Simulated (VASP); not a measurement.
# CaSe (F-43m) in VASP: single point with r2SCAN

Aim: the single point of CaSe with r2SCAN.

All numbers are computed with VASP 6.6.1; they aren't measurements. Logs are shortened: lines on timing, memory, paths and dates and some standing lists are left out, and cuts for length are marked.

## Step 1: The cell of the first run

The structure is cubic, space group F-43m (No. 216). The conventional cell has a = 6.600 Å, b = 6.600 Å, c = 6.600 Å, α = 90.00°, β = 90.00°, γ = 90.00°. Within 3.8 Å of Ca (site symmetry -43m) lie 4 Se at 2.86 Å. Within 3.8 Å of Se (site symmetry -43m) lie 4 Ca at 2.86 Å.

## Step 2: Single point, r2SCAN

Contents of POSCAR:

```
CaSe
1.0
    0.0000000000      3.3000000000      3.3000000000
    3.3000000000      0.0000000000      3.3000000000
    3.3000000000      3.3000000000      0.0000000000
Ca Se
1 1
Direct
    0.0000000000      0.0000000000      0.0000000000
    0.7500000000      0.7500000000      0.7500000000
```

Contents of INCAR.step1:

```
SYSTEM = CaSe
PREC = Accurate
ENCUT = 520
ISMEAR = 0
SIGMA = 0.01
LREAL = .FALSE.
LASPH = .TRUE.
NELM = 100
NBANDS = 15
GGA = PE
ALGO = Normal
EDIFF = 1E-4
LWAVE = .TRUE.
LCHARG = .FALSE.
```

Contents of INCAR.step2:

```
SYSTEM = CaSe
PREC = Accurate
ENCUT = 520
EDIFF = 1E-6
ISMEAR = 0
SIGMA = 0.01
LREAL = .FALSE.
LASPH = .TRUE.
NELM = 100
ALGO = Normal
ISIF = 2
LWAVE = .FALSE.
LCHARG = .FALSE.
METAGGA = R2SCAN
LMIXTAU = .TRUE.
NBANDS = 15
ISTART = 1
```

Contents of KPOINTS:

```
regular mesh
0
G
  6 6 6
  0 0 0
```

Potentials or basis: VASP PAW PBE potentials, release 64 (Ca_sv, Se).

Launch:

```bash
> cat potpaw_PBE.64/Ca_sv/POTCAR potpaw_PBE.64/Se/POTCAR > POTCAR
> cp INCAR.step1 INCAR
> mpirun -np 1 vasp_std > vasp.out
> cp INCAR.step2 INCAR
> mpirun -np 1 vasp_std > vasp.out
```

OUTCAR:

```text
SYSTEM = CaSe
   PREC = Accurate
   ENCUT = 520
   EDIFF = 1E-6
   ISMEAR = 0
   LREAL = .FALSE.
   LASPH = .TRUE.
   NELM = 100
   ISIF = 2
   METAGGA = R2SCAN
   ISTART = 1

 ion  position               nearest neighbor table
   1  0.000  0.000  0.000-   2 2.86   2 2.86   2 2.86   2 2.86
   2  0.750  0.750  0.750-   1 2.86   1 2.86   1 2.86   1 2.86

  LATTYP: Found a face centered cubic cell.
 ALAT       =     6.6000000000

  Lattice vectors:

 A1 = (   0.0000000000,   3.3000000000,   3.3000000000)
 A2 = (   3.3000000000,   0.0000000000,   3.3000000000)
 A3 = (   3.3000000000,   3.3000000000,   0.0000000000)

Analysis of symmetry for initial positions (statically):
=====================================================================
 Subroutine PRICEL returns:
 Original cell was already a primitive cell.

 Routine SETGRP: Setting up the symmetry group for a
 face centered cubic supercell.

 Subroutine GETGRP returns: Found 24 space group operations
 (whereof 24 operations were pure point group operations)
 out of a pool of 48 trial point group operations.

The static configuration has the point symmetry T_d .

Analysis of symmetry for dynamics (positions and initial velocities):
=====================================================================
 Subroutine PRICEL returns:
 Original cell was already a primitive cell.

 Routine SETGRP: Setting up the symmetry group for a
 face centered cubic supercell.

 Subroutine GETGRP returns: Found 24 space group operations
 (whereof 24 operations were pure point group operations)
 out of a pool of 48 trial point group operations.

The dynamic configuration has the point symmetry T_d .

 Subroutine INISYM returns: Found 24 space group operations
 (whereof 24 operations are pure point group operations),
 and found     1 'primitive' translations

----------------------------------------------------------------------------------------

                                     Primitive cell

  volume of cell :      71.8740

  direct lattice vectors                    reciprocal lattice vectors
     0.000000000  3.300000000  3.300000000    -0.151515152  0.151515152  0.151515152
     3.300000000  0.000000000  3.300000000     0.151515152 -0.151515152  0.151515152
     3.300000000  3.300000000  0.000000000     0.151515152  0.151515152 -0.151515152

  length of vectors
     4.666904756  4.666904756  4.666904756     0.262431941  0.262431941  0.262431941

  position of ions in fractional coordinates (direct lattice)
     0.000000000  0.000000000  0.000000000
     0.750000000  0.750000000  0.750000000

  ion indices of the primitive-cell ions
   primitive index   ion index
                 1           1
                 2           2

----------------------------------------------------------------------------------------

 KPOINTS: regular mesh

Automatic generation of k-mesh.
 Grid dimensions read from file:
 generate k-points for:    6    6    6

 Generating k-lattice:

  Cartesian coordinates                     Fractional coordinates (reciprocal lattice)
    -0.025252525  0.025252525  0.025252525     0.166666667  0.000000000  0.000000000
     0.025252525 -0.025252525  0.025252525     0.000000000  0.166666667  0.000000000
     0.025252525  0.025252525 -0.025252525     0.000000000  0.000000000  0.166666667

  Length of vectors
     0.043738657  0.043738657  0.043738657

  Shift w.r.t. Gamma in fractional coordinates (k-lattice)
     0.000000000  0.000000000  0.000000000

 Subroutine IBZKPT returns following result:
 ===========================================

 Found     16 irreducible k-points:

 Following reciprocal coordinates:
            Coordinates               Weight
  0.000000  0.000000  0.000000      1.000000
  0.166667  0.000000  0.000000      8.000000
  0.333333  0.000000  0.000000      8.000000
  0.500000  0.000000  0.000000      4.000000
  0.166667  0.166667  0.000000      6.000000
  0.333333  0.166667  0.000000     24.000000
[... 8 lines left out ...]
 -0.333333  0.333333  0.166667     24.000000
 -0.333333  0.500000  0.166667     12.000000
   k-points           NKPTS =     16   k-points in BZ     NKDIM =     16   number of bands    NBANDS=     15
   number of dos      NEDOS =    301   number of ions     NIONS =      2
   total plane-waves  NPLWV =  46656
   dimension x,y,z NGX =    36 NGY =   36 NGZ =   36
   dimension x,y,z NGXF=    72 NGYF=   72 NGZF=   72
   ions per type =               1   1
   NGX,Y,Z   is equivalent  to a cutoff of  12.82, 12.82, 12.82 a.u.
   NGXF,Y,Z  is equivalent  to a cutoff of  25.65, 25.65, 25.65 a.u.
 SYSTEM =  CaSe
   PREC   = accura    normal or accurate (medium, high low for compatibility)
   ISTART =      1    job   : 0-new  1-cont  2-samecut
   ICHARG =      0    charge: 1-file 2-atom 10-const
   ISPIN  =      1    spin polarized calculation?
   LNONCOLLINEAR =      F non collinear calculations
   LSORBIT =      F    spin-orbit coupling
   LASPH  =      T    aspherical Exc in radial PAW
   ENCUT  =  520.0 eV  38.22 Ry    6.18 a.u.   8.68  8.68  8.68*2*pi/ulx,y,z
   NELM   =    100;   NELMIN=  2; NELMDL=  0     # of ELM steps
   EDIFF  = 0.1E-05   stopping-criterion for ELM
   LREAL  =      F    real-space projection
   EDIFFG = 0.1E-04   stopping-criterion for IOM
   NSW    =      0    number of steps for IOM
   IBRION =     -1    ionic relax: 0-MD 1-quasi-New 2-CG
   NFREE  =      0    steps in history (QN), initial steepest desc. (CG)
   ISIF   =      2    stress and relaxation
   ISYM   =      2    0-nonsym 1-usesym 2-fastsym
   POTIM  = 0.5000    time-step for ionic-motion
   TEBEG  =    0.0;   TEEND  =   0.0 temperature during run
   PSTRESS=    0.0 pullay stress
   NELECT =      16.0000    total number of electrons
   NUPDOWN=      -1.0000    fix difference up-down
   EMIN   =  10.00;   EMAX   =-10.00  energy-range for DOS
   EFERMI =   0.00;   METHOD = LEGACY
   ISMEAR =     0;   SIGMA  =   0.01  broadening in eV -4-tet -1-fermi 0-gaus
   EFERMI_NEDOS =   21; number of points for ismear=-14 and -15
   IALGO  =     38    algorithm
   IMIX   =      4    mixing-type and parameters
     AMIX     =   0.40;   BMIX     =  1.00
     AMIX_MAG =   1.60;   BMIX_MAG =  1.00
  volume/ion in A,a.u.               =      35.94       242.51
  Fermi-wavevector in a.u.,A,eV,Ry     =   0.992181  1.874950 13.393889  0.984423
  Thomas-Fermi vector in A             =   2.123975
   LORBIT       =      0    0 simple, 1 ext, 2 COOP (PROOUT), +10 PAW based schemes
   METAGGA = R2SCAN    functional components
   LHFCALC =     F    Hartree Fock is set to
   AEXX    =    0.0000 exact exchange contribution
   IVDW    =     0    specifies the selected vdW correction
   LEPSILON=     F    determine dielectric tensor
   LRPA    =     F    only Hartree local field effects (RPA)
 non-spin polarized calculation
 Gauss-broadening in eV      SIGMA  =   0.01
  energy-cutoff  :      520.00
  volume of cell :       71.87
 maximum number of plane-waves:      1964
   NGX = 17   NGY = 17   NGZ = 17

 number of electron      16.0000001 magnetization

 Free energy of the ion-electron system (eV)
  ---------------------------------------------------
  ext. energy  EPLUGINS =         0.00000000
  ---------------------------------------------------
  free energy    TOTEN  =       -25.35915017 eV

  energy without entropy =      -25.35915017  energy(sigma->0) =      -25.35915017

 E-fermi :  -0.5845     XC(G=0):  -7.9420

 val. band max:       -0.6578393118   @ k =  -0.3333   0.1667   0.0000
 cond. band min:       2.9697938008   @ k =   0.0000   0.0000   0.0000
 fundamental gap:      3.6276331125
 Fermi energy:        -0.5845284874

 k-point     1 :       0.0000    0.0000    0.0000
  band No.  band energies     occupation
      1     -41.3310      2.00000
      2     -21.4575      2.00000
      3     -21.4575      2.00000
      4     -21.4574      2.00000
      5     -11.3531      2.00000
      6      -0.7409      2.00000
      7      -0.7409      2.00000
      8      -0.7409      2.00000
      9       2.9698      0.00000
     10       5.2449      0.00000
     11       5.2449      0.00000
     12       7.2342      0.00000
     13       7.2342      0.00000
     14       7.2342      0.00000
     15       9.0097      0.00000

 k-point     2 :       0.1667    0.0000    0.0000
  band No.  band energies     occupation
      1     -41.3306      2.00000
      2     -21.4684      2.00000
      3     -21.4588      2.00000
      4     -21.4588      2.00000
      5     -11.2897      2.00000
      6      -1.1290      2.00000
      7      -0.7198      2.00000
      8      -0.7198      2.00000
      9       3.7200      0.00000
     10       5.1212      0.00000
     11       5.1212      0.00000
     12       6.7866      0.00000
     13       7.2249      0.00000
     14       7.2249      0.00000
     15       8.2763      0.00000

 k-point     3 :       0.3333    0.0000    0.0000
  band No.  band energies     occupation
      1     -41.3298      2.00000
      2     -21.4900      2.00000
      3     -21.4615      2.00000
      4     -21.4615      2.00000
      5     -11.1611      2.00000
      6      -1.6612      2.00000
      7      -0.6836      2.00000
      8      -0.6836      2.00000
      9       4.7669      0.00000
     10       5.1390      0.00000
     11       5.1390      0.00000
     12       5.9972      0.00000
     13       6.7070      0.00000
     14       6.7070      0.00000
     15       7.9664      0.00000
[... 199 lines left out ...]
 k-point    15 :      -0.3333    0.3333    0.1667
  band No.  band energies     occupation
      1     -41.3290      2.00000
      2     -21.4975      2.00000
      3     -21.4747      2.00000
      4     -21.4675      2.00000
      5     -11.0340      2.00000
      6      -1.5115      2.00000
      7      -1.1968      2.00000
      8      -0.7136      2.00000
      9       3.7787      0.00000
     10       4.8874      0.00000
     11       5.5584      0.00000
     12       6.3482      0.00000
     13       6.6162      0.00000
     14       7.5865      0.00000
     15       8.8450      0.00000

 k-point    16 :      -0.3333    0.5000    0.1667
  band No.  band energies     occupation
      1     -41.3288      2.00000
      2     -21.4996      2.00000
      3     -21.4742      2.00000
      4     -21.4703      2.00000
      5     -11.0131      2.00000
      6      -1.6210      2.00000
      7      -1.0455      2.00000
      8      -0.7571      2.00000
      9       3.4303      0.00000
     10       4.8362      0.00000
     11       5.8198      0.00000
     12       6.0560      0.00000
     13       6.5712      0.00000
     14       8.1773      0.00000
     15       9.1354      0.00000

------------------------ aborting loop because EDIFF is reached ----------------------------------------

  FORCE on cell =-STRESS in cart. coord.  units (eV):
  Direction    XX          YY          ZZ          XY          YZ          ZX
  --------------------------------------------------------------------------------------
  -------------------------------------------------------------------------------------
  Total       -0.2087071     -0.2087071     -0.2087071      0.0000000      0.0000000      0.0000000
  in kB       -4.6523897     -4.6523897     -4.6523897      0.0000000      0.0000000      0.0000000
  external PRESSURE =      -4.6523897 kB  Pullay stress =       0.0000000 kB

 VOLUME and BASIS-vectors are now :
 -----------------------------------------------------------------------------
  energy-cutoff  :      520.00
  volume of cell :       71.87
      direct lattice vectors                 reciprocal lattice vectors
     0.000000000  3.300000000  3.300000000    -0.151515152  0.151515152  0.151515152
     3.300000000  0.000000000  3.300000000     0.151515152 -0.151515152  0.151515152
     3.300000000  3.300000000  0.000000000     0.151515152  0.151515152 -0.151515152

 POSITION                                       TOTAL-FORCE (eV/Angst)
 -----------------------------------------------------------------------------------
      0.00000      0.00000      0.00000        -0.000000     -0.000000     -0.000000
      4.95000      4.95000      4.95000         0.000000      0.000000      0.000000
 -----------------------------------------------------------------------------------
    total drift:                               -0.000000     -0.000000     -0.000000

  FREE ENERGIE OF THE ION-ELECTRON SYSTEM (eV)
  ---------------------------------------------------
  free  energy   TOTEN  =       -25.3591501711 eV

  energy  without entropy=      -25.3591501711  energy(sigma->0) =      -25.35915017
```

Run time: 3 min. Hardware: 1 thread of Intel Xeon 8259CL, shared host; peak memory 0.22 GiB.

What came out:

* Free energy: -25.3592 eV
* Pressure: -0.5 GPa
* Band gap on the k mesh: 3.63 eV, indirect (least direct gap 3.71 eV)

Caveat: the PAW data sets were made with another functional, which shifts forces and pressure a little. A k mesh can miss the band edges.
